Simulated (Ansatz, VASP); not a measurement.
**Zr: VASP beside Ansatz**

```xyz
2
Lattice="3.2320 0.0000 0.0000 -1.6160 2.8830 0.0000 0.0000 0.0000 5.1470" Properties=species:S:1:pos:R:3 pbc="T T T"
Zr    0.0000    1.9220    1.2868
Zr    1.6160    0.9610    3.8603
```

Change from the starting cell: strain +0.0300 x Voigt [0, 1, 0, 0, 0, 0], atoms carried along.

Alike in both runs: task single point; functional r2SCAN; k mesh 18 × 18 × 10; occupations gaussian, width 0.15 eV; no spin polarisation.

|  | VASP | Ansatz |
| --- | --- | --- |
| version | VASP 6.6.1 | Ansatz 0.2.0 |
| potentials or method | VASP PAW PBE potentials, release 64 (Zr_sv), cutoff 520 eV | scalar-relativistic, plane waves, PAW |
| valence electrons in the cell | 24 | 24 |

```csv
,VASP,Ansatz,Ansatz less VASP
gap on the k mesh at the Fermi level (eV),none,none,-
pressure (GPa),-1.8,-1.8,+0.02
"traceless stress, the component that is largest in VASP (GPa)",-1.93,-1.92,+0.008
rms of the force components (eV/Å),0.039,0.038,-0.0004
```

VASP's potentials were made for PBE, not for r2SCAN. Atom by atom the forces differ by 0.000 eV/Å (rms over components). A gap of «none» marks a metal or a gap that the smearing closes. With one functional, cell and mesh, what is left measures potentials, basis and numerics.
